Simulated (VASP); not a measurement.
TaSi2, 3 atoms in the cell. Symmetry: R-3m, No. 166, trigonal system. The conventional cell has a = 4.541 Å, b = 4.541 Å, c = 8.815 Å, α = 90.00°, β = 90.00°, γ = 120.00°. Within 3.5 Å of Ta (site symmetry -3m) lie 8 Si at 2.64 Å. Si (site symmetry 3m) has 4 Ta at 2.64 Å and 7 Si at 2.69 to 3.54 Å within 3.6 Å. The cell was built from a structure type or drawn by symmetry, and may not be a known phase.

- Program: VASP 6.6.1
- Task: single point
- Functional: PBE
- Potentials or basis: VASP PAW PBE potentials, release 64 (Ta_pv, Si)
- Cutoff: 500 eV
- k mesh: 6 × 6 × 6
- Occupations: gaussian, width 0.2 eV
- Spin: no spin polarisation
- Dipole correction: no
- Further INCAR settings: ALGO = Normal; EDIFF = 1e-06; NBANDS = 16

Potentials or basis: VASP PAW PBE potentials, release 64 (Ta_pv, Si).

Launch:

```console
$ cat potpaw_PBE.64/Ta_pv/POTCAR potpaw_PBE.64/Si/POTCAR > POTCAR
$ mpirun -np 1 vasp_std > vasp.out
```

Hardware: 1 thread of AMD EPYC 9R45 96-Core Processor (Zen 5), with other jobs on the host.

Task: How long does it take, and how much memory?

Result: Wall time 14 s on 1 thread of AMD EPYC 9R45 96-Core Processor (Zen 5) (shared host), peak memory 0.15 GiB. Counts: scf iterations 12, k points 32.
